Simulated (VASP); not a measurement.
# Cd2S (P3m1) in VASP: vibrations by perturbation theory with PBEsol

Aim: the vibrations by perturbation theory of Cd2S with PBEsol.

Program: VASP 6.6.1. These are calculated values, not measurements. Logs are shortened: lines on timing, memory, paths and dates and some standing lists are left out, and cuts for length are marked.

**1. The cell of the first run**

The structure is trigonal, space group P3m1 (No. 156). The conventional cell has a = 3.963 Å, b = 3.963 Å, c = 5.809 Å, α = 90.00°, β = 90.00°, γ = 120.00°. Within 3.3 Å of Cd (site symmetry 3m) lie 2 S at 2.52 to 3.29 Å and 3 Cd at 3.08 Å. Cd (site symmetry 3m) has 3 S at 2.60 Å and 3 Cd at 3.08 Å within 3.4 Å. Within 3.3 Å of S (site symmetry 3m) lie 5 Cd at 2.52 to 3.29 Å.

**2. Vibrations by perturbation theory, PBEsol**

INCAR

```
PREC = Accurate ; ENCUT = 520
EDIFF = 1E-8 ; ISMEAR = -1
SIGMA = 0.05 ; LREAL = False
LASPH = True ; NELM = 60
ALGO = Normal ; ISIF = 2
LWAVE = False ; LCHARG = False
GGA = PS ; IBRION = 8
NSW = 1
```

KPOINTS

```
regular mesh
0
Gamma
  8 8 5
```

POSCAR

```
Cd2S
1.0
    3.9626700490      0.0000000000      0.0000000000
   -1.9813350245      3.4317729293      0.0000000000
    0.0000000000      0.0000000000      5.8091920000
Cd S
2 1
Direct
    0.3333333333      0.6666666667      0.9327170000
    0.6666666667      0.3333333333      0.5787350000
    0.3333333333      0.6666666667      0.3657050000
```

Potentials or basis: VASP PAW PBE potentials, release 64 (Cd, S).

Command:

```
> cat potpaw_PBE.64/Cd/POTCAR potpaw_PBE.64/S/POTCAR > POTCAR
> mpirun -np 1 vasp_std > vasp.out
```

OUTCAR:

```text
PREC = Accurate
   ENCUT = 520
   EDIFF = 1E-8
   ISMEAR = -1
   LREAL = False
   LASPH = True
   NELM = 60
   ISIF = 2
   GGA = PS
   IBRION = 8
   NSW = 1

 ion  position               nearest neighbor table
   1  0.333  0.667  0.933-   3 2.52   2 3.08   2 3.08   2 3.08
   2  0.667  0.333  0.579-   3 2.60   3 2.60   3 2.60   1 3.08   1 3.08   1 3.08
   3  0.333  0.667  0.366-   1 2.52   2 2.60   2 2.60   2 2.60

  LATTYP: Found a hexagonal cell.
 ALAT       =     3.9626700490
 C/A-ratio  =     1.4659792332

  Lattice vectors:

 A1 = (   3.9626700490,   0.0000000000,   0.0000000000)
 A2 = (  -1.9813350245,   3.4317729293,   0.0000000000)
 A3 = (   0.0000000000,   0.0000000000,   5.8091920000)

Analysis of symmetry for initial positions (statically):
=====================================================================
 Subroutine PRICEL returns:
 Original cell was already a primitive cell.

 Routine SETGRP: Setting up the symmetry group for a
 hexagonal supercell.

 Subroutine GETGRP returns: Found  6 space group operations
 (whereof  6 operations were pure point group operations)
 out of a pool of 24 trial point group operations.

The static configuration has the point symmetry C_3v.

Analysis of symmetry for dynamics (positions and initial velocities):
=====================================================================
 Subroutine PRICEL returns:
 Original cell was already a primitive cell.

 Routine SETGRP: Setting up the symmetry group for a
 hexagonal supercell.

 Subroutine GETGRP returns: Found  6 space group operations
 (whereof  6 operations were pure point group operations)
 out of a pool of 24 trial point group operations.

The dynamic configuration has the point symmetry C_3v.

 Subroutine INISYM returns: Found  6 space group operations
 (whereof  6 operations are pure point group operations),
 and found     1 'primitive' translations

----------------------------------------------------------------------------------------

                                     Primitive cell

  volume of cell :      78.9991

  direct lattice vectors                    reciprocal lattice vectors
     3.962670049  0.000000000  0.000000000     0.252355101  0.145697285  0.000000000
    -1.981335025  3.431772929  0.000000000     0.000000000  0.291394571  0.000000000
     0.000000000  0.000000000  5.809192000     0.000000000  0.000000000  0.172140979

  length of vectors
     3.962670049  3.962670049  5.809192000     0.291394571  0.291394571  0.172140979

  position of ions in fractional coordinates (direct lattice)
     0.333333333  0.666666667  0.932717000
     0.666666667  0.333333333  0.578735000
     0.333333333  0.666666667  0.365705000

  ion indices of the primitive-cell ions
   primitive index   ion index
                 1           1
                 2           2
                 3           3

----------------------------------------------------------------------------------------

 KPOINTS: regular mesh

Automatic generation of k-mesh.
 Grid dimensions read from file:
 generate k-points for:    8    8    5

 Generating k-lattice:

  Cartesian coordinates                     Fractional coordinates (reciprocal lattice)
     0.031544388  0.018212161  0.000000000     0.125000000 -0.000000000  0.000000000
     0.000000000  0.036424321  0.000000000     0.000000000  0.125000000  0.000000000
[... 92 lines left out ...]
 maximum number of plane-waves:      2170
 NGX is ok and might be reduce to    30
   NGX = 15   NGY = 15   NGZ = 21

--------------------------------------- Ionic step        1  -------------------------------------------

 number of electron      29.9999999 magnetization

 Free energy of the ion-electron system (eV)
  ---------------------------------------------------
  ext. energy  EPLUGINS =         0.00000000
  ---------------------------------------------------
  free energy    TOTEN  =        -7.26370413 eV

  energy without entropy =       -7.26196852  energy(sigma->0) =       -7.26283633

 E-fermi :   1.3151     XC(G=0):  -9.4941

 val. band max:        1.1838591496   @ k =   0.3750   0.2500   0.2000
 cond. band min:       1.4069520328   @ k =   0.5000  -0.0000   0.2000
 fundamental gap:      0.2230928832
 Fermi energy:         1.3150731328

 k-point     1 :       0.0000    0.0000    0.0000
  band No.  band energies     occupation
      1     -11.4071      2.00000
      2      -7.0948      2.00000
      3      -7.0948      2.00000
      4      -7.0083      2.00000
      5      -7.0083      2.00000
      6      -6.9227      2.00000
[... 505 lines left out ...]
      6      -6.8080      2.00000
[... 11 lines left out ...]
     18       5.8060      0.00000
     19       7.0672      0.00000

 [... further k-points ...]

------------------------ aborting loop because EDIFF is reached ----------------------------------------

  FORCE on cell =-STRESS in cart. coord.  units (eV):
  Direction    XX          YY          ZZ          XY          YZ          ZX
  --------------------------------------------------------------------------------------
  -------------------------------------------------------------------------------------
  Total       -1.2326914     -1.2326914     -1.5766820      0.0000000     -0.0000000      0.0000000
  in kB      -25.0001591    -25.0001591    -31.9766155      0.0000000     -0.0000000      0.0000000
  external PRESSURE =     -27.3256445 kB  Pullay stress =       0.0000000 kB

 VOLUME and BASIS-vectors are now :
 -----------------------------------------------------------------------------
  energy-cutoff  :      520.00
  volume of cell :       79.00
      direct lattice vectors                 reciprocal lattice vectors
     3.962670049  0.000000000  0.000000000     0.252355101  0.145697285  0.000000000
    -1.981335025  3.431772929  0.000000000     0.000000000  0.291394571  0.000000000
     0.000000000  0.000000000  5.809192000     0.000000000  0.000000000  0.172140979

 POSITION                                       TOTAL-FORCE (eV/Angst)
 -----------------------------------------------------------------------------------
     -0.00000      2.28785      5.41833        -0.000000      0.000000      0.007286
      1.98134      1.14392      3.36198         0.000000     -0.000000     -0.119179
     -0.00000      2.28785      2.12445        -0.000000     -0.000000      0.111893
 -----------------------------------------------------------------------------------
    total drift:                                0.000000     -0.000000     -0.000482

  FREE ENERGIE OF THE ION-ELECTRON SYSTEM (eV)
  ---------------------------------------------------
  free  energy   TOTEN  =        -7.2637041322 eV

  energy  without entropy=       -7.2619685198  energy(sigma->0) =       -7.26283633

[... ionic steps 2 to 9 ...]

--------------------------------------- Ionic step       10  -------------------------------------------

------------------------ aborting loop because EDIFF is reached ----------------------------------------

[... ionic steps 11 to 11 ...]

--------------------------------------- Ionic step       12  -------------------------------------------

 Free energy of the ion-electron system (eV)
  ---------------------------------------------------
  ---------------------------------------------------
  free energy    TOTEN  =        -0.11916708 eV

  energy without entropy =       -0.11916700

------------------------ aborting loop because EDIFF is reached ----------------------------------------

 INTERNAL STRAIN TENSOR  FOR ION    3  DIRECTION 3   (eV/Angst):
 -----------------------------------------------------------------------------
     4.14485  0.00000  0.00000
     0.00000  4.14485  0.00000
     0.00000 -0.00000 -3.33044

 INTERNAL STRAIN TENSOR FOR ION    3 for displacements in x,y,z  (eV/Angst):
          X           Y           Z          XY          YZ          ZX
  --------------------------------------------------------------------------------
  x     0.00000     0.00000     0.00000    -4.09630     0.00000     2.40913
  y    -4.09630     4.09630     0.00000     0.00000     2.13262     0.00000
  z     4.14485     4.14485    -3.33044     0.00000     0.00000     0.00000

 SECOND DERIVATIVES (NOT SYMMETRIZED)
 ------------------------------------
               1X          1Y          1Z          2X          2Y          2Z          3X          3Y          3Z
  1X     0.004034    0.000000    0.000000    0.088147    0.000000    0.000000   -0.092180    0.000000    0.000000
  1Y     0.000000    0.004034    0.000000    0.000000    0.088147    0.000000    0.000000   -0.092180    0.000000
  1Z     0.000000    0.000000   -5.881804    0.000000   -0.000000    1.920819    0.000000    0.000000    3.960985
  2X     0.088472    0.000000    0.000000   -3.556333    0.000000    0.000000    3.467862    0.000000    0.000000
  2Y     0.000000    0.088472    0.000000    0.000000   -3.556333   -0.000000    0.000000    3.467862    0.000000
  2Z     0.000000    0.000000    1.923928    0.000000    0.000000   -4.558195    0.000000   -0.000000    2.634267
  3X    -0.083734    0.000000    0.000000    3.475318    0.000000    0.000000   -3.391584    0.000000    0.000000
  3Y     0.000000   -0.083734    0.000000    0.000000    3.475318    0.000000    0.000000   -3.391584   -0.000000
  3Z     0.000000    0.000000    3.932555    0.000000    0.000000    2.602632    0.000000    0.000000   -6.535187

 Eigenvectors and eigenvalues of the dynamical matrix
 ----------------------------------------------------

   1 f  =    7.574847 THz    47.594164 2PiTHz  252.669682 cm-1    31.327034 meV
             X         Y         Z           dx          dy          dz
     -0.000000  2.287849  5.418332    -0.000000    0.000000   -0.318329
      1.981335  1.143924  3.361983     0.000000   -0.000000   -0.180929
     -0.000000  2.287849  2.124451    -0.000000    0.000000    0.930554
[... 43 lines left out ...]
   9 f/i=    0.119423 THz     0.750359 2PiTHz    3.983534 cm-1     0.493895 meV
             X         Y         Z           dx          dy          dz
     -0.000000  2.287849  5.418332     0.000478    0.985070   -0.000000
      1.981335  1.143924  3.361983    -0.000070   -0.144970   -0.000000
     -0.000000  2.287849  2.124451    -0.000045   -0.092847   -0.000000

--------------------------------------------------------------------------------------------------------

 ELASTIC MODULI CONTR FROM IONIC RELAXATION (kBar)
 Direction    XX          YY          ZZ          XY          YZ          ZX
 --------------------------------------------------------------------------------
 XX       -1234.6192   1112.1614     -4.8720      0.0000  -2207.8072      0.0000
 YY        1112.1614  -1234.6192     -4.8720     -0.0000   2207.8072     -0.0000
 ZZ          -4.8720     -4.8720   -302.4790      0.0000      0.0000      0.0000
 XY           0.0000     -0.0000      0.0000  -1173.3903      0.0000   -461.2357
 YZ       -2207.8072   2207.8072      0.0000      0.0000  -4773.9784      0.0000
 ZX           0.0000     -0.0000      0.0000   -461.2357      0.0000   -290.6195
 --------------------------------------------------------------------------------
```

Run time: 13 min. Hardware: 1 thread of Intel Xeon Platinum 8488C (Sapphire Rapids), shared host; peak memory 0.61 GiB.

Results:

```
Highest phonon frequency at Γ, LO-TO splitting left out : 253 cm⁻¹
```

Phonon frequencies in cm⁻¹ (negative: imaginary):
| q point | frequencies |
| --- | --- |
| (0.000, 0.000, 0.000) | -4 -4 0 2 2 130 193 193 253 |

Caveat: the cell stands under pressure or tension, which shifts response properties; the PAW data sets were made with another functional, which shifts forces and pressure a little.
